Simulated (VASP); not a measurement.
Set up this calculation in VASP 6.6.1, as the native input.

| Property | Result |
| --- | --- |
| Task | single point |
| Functional | PBEsol |
| Potentials or basis | VASP PAW PBE potentials, release 64 (Pb_d, S) |
| Cutoff | 520 eV |
| k mesh | 6 × 6 × 6 |
| Occupations | gaussian, width 0.02 eV |
| Spin | no spin polarisation |
| Dipole correction | no |
| Further INCAR settings | ALGO = Normal; EDIFF = 1e-07; NBANDS = 17 |

The structure of PbS lies in POSCAR:

```
PbS
1.0
    4.0896980000      0.0000000000      0.0000000000
   -2.0448490000      3.5417820000      0.0000000000
    0.0000000000      0.0000000000      3.7313444950
Pb S
1 1
Direct
    0.0000000000      0.0000000000      0.0000000000
    0.6666666667      0.3333333333      0.5000000000
```

The input as run:

INCAR

```
  ALGO = Normal
  EDIFF = 1E-7
  ENCUT = 520
  GGA = PS
  ISIF = 2
  ISMEAR = 0
  LASPH = T
  LCHARG = F
  LREAL = F
  LWAVE = F
  NBANDS = 17
  NELM = 80
  PREC = Accurate
  SIGMA = 0.02
```

KPOINTS

```
k-points
0
Gamma
  6 6 6
```

Potentials or basis: VASP PAW PBE potentials, release 64 (Pb_d, S).

Run with:

```sh
$ cat potpaw_PBE.64/Pb_d/POTCAR potpaw_PBE.64/S/POTCAR > POTCAR
$ mpirun -np 1 vasp_std > vasp.out
```

It gave:

```
Pressure               : -2.1 GPa
Band gap on the k mesh : zero (band 10 reaches 5.39 eV, above the bottom of band 11 at 4.81 eV)
```

Caveat: the PAW data sets were made with another functional, which shifts forces and pressure a little; spin-orbit coupling is left out, which moves the levels of the heavy elements.

It took 20 s on 1 thread of Intel(R) Xeon(R) Platinum 8259CL CPU @ 2.50GHz (Skylake/Cascade Lake) (shared host), peak memory 0.17 GiB.
